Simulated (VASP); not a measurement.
Write the native input for VASP 6.6.1 that does the following.

| Quantity | Value |
| --- | --- |
| Task | relaxation of cell and atoms |
| Functional | PBE |
| Potentials or basis | VASP PAW PBE potentials, release 64 (Mg, O) |
| Cutoff | 600 eV |
| k mesh | 16 × 16 × 16 |
| Occupations | fermi-dirac, width 0.05 eV |
| Spin | no spin polarisation |
| Dipole correction | no |
| Further INCAR settings | ALGO = Normal; EDIFF = 1e-06; IBRION = 2; EDIFFG = -0.005; NSW = 100; ISIF = 3 |

The structure of MgO (rocksalt type) lies in POSCAR:

```
MgO
1.0
    0.0000000000      2.2322827293      2.2322827293
    2.2322827293      0.0000000000      2.2322827293
    2.2322827293      2.2322827293      0.0000000000
Mg O
1 1
Direct
    0.0000000000      0.0000000000      0.0000000000
    0.5000000000      0.5000000000      0.5000000000
```

One way to write it, as run:

INCAR

```
PREC = Accurate
ENCUT = 600
EDIFF = 1E-6
ISMEAR = -1
SIGMA = 0.05
LREAL = False
LASPH = True
NELM = 60
ALGO = Normal
ISIF = 3
LWAVE = False
LCHARG = False
GGA = PE
IBRION = 2
NSW = 100
EDIFFG = -0.005
```

KPOINTS

```
Automatic mesh
0
Gamma
  16 16 16
```

Potentials or basis: VASP PAW PBE potentials, release 64 (Mg, O).

Command:

```console
$ cat potpaw_PBE.64/Mg/POTCAR potpaw_PBE.64/O/POTCAR > POTCAR
$ mpirun -np 1 vasp_std > vasp.out
```

Results of the run:

| Property | Result |
| --- | --- |
| Relaxed volume | 9.55 Å³/atom |
| Relaxed cell | a = 3.001 Å, b = 3.001 Å, c = 3.001 Å, α = 60.00°, β = 60.00°, γ = 60.00° |
| Space group after relaxing (to 0.05 Å) | Fm-3m (No. 225) |
| Energy gained by relaxing | 94.5 meV/atom |
| Ionic steps | 3 |
| Pressure after relaxing | 0.1 GPa |
| Band gap on the k mesh | 4.52 eV, direct |

Wall time 55 s on 1 thread of Intel Xeon 6975P-C, on a shared host, peak memory 0.19 GiB.
